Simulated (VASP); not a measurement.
Crystal: In3BAs4.

```
CELL_PARAMETERS angstrom
-2.92820 2.92820 5.76120
2.92820 -2.92820 5.76120
2.92820 2.92820 -5.76120
ATOMIC_POSITIONS crystal
B 0.00000 0.00000 0.00000
As 0.31664 0.31664 0.41482
As 0.09818 0.68336 0.00000
As 0.90182 0.90182 0.58518
As 0.68336 0.09818 0.00000
In 0.75000 0.25000 0.50000
In 0.50000 0.50000 0.00000
In 0.25000 0.75000 0.50000
```

| Item | Value |
| --- | --- |
| Program | VASP 6.6.1 |
| Task | relaxation of cell and atoms |
| Functional | r2SCAN |
| Potentials or basis | VASP PAW PBE potentials, release 64 (B, As, In_d) |
| Cutoff | 550 eV |
| k mesh | 6 × 6 × 6 |
| Occupations | fermi-dirac, width 0.02 eV |
| Spin | no spin polarisation |

At the start: pressure -2.0 GPa; volume 24.70 Å³/atom.

Question: Where does the relaxation end?

Answer: Over 8 steps the energy falls by 5.4 meV/atom and the volume is 23.96 Å³/atom (-3.0 %); space group I-42m (No. 121, to 0.1 Å) before and after.

Step by step:
```csv
step,energy change (eV),largest force (eV/Å),pressure (GPa),volume (Å³)
1,0.0000,0.1558,-2.01,197.59
2,-0.0331,0.0802,1.06,188.88
3,-0.0412,0.1046,0.06,191.48
4,-0.0426,0.0402,0.03,191.55
5,-0.0428,0.0171,0.01,191.59
6,-0.0429,0.0081,-0.01,191.65
7,-0.0429,0.0017,-0.03,191.71
8,-0.0429,0.0023,-0.03,191.69
```

Final structure:
```yaml
crystal:
  lattice:
    - [-2.89803, 2.89803, 5.70600]
    - [2.89803, -2.89803, 5.70600]
    - [2.89803, 2.89803, -5.70600]
  atoms:
    - { symbol: B, position: [0.00000, 0.00000, 0.00000] }
    - { symbol: As, position: [0.31858, 0.31858, 0.41769] }
    - { symbol: As, position: [0.09911, 0.68142, 0.00000] }
    - { symbol: As, position: [0.90089, 0.90089, 0.58231] }
    - { symbol: As, position: [0.68142, 0.09911, 0.00000] }
    - { symbol: In, position: [0.75000, 0.25000, 0.50000] }
    - { symbol: In, position: [0.50000, 0.50000, 0.00000] }
    - { symbol: In, position: [0.25000, 0.75000, 0.50000] }
```

Caveat: the PAW data sets were made with another functional, which shifts forces and pressure a little.
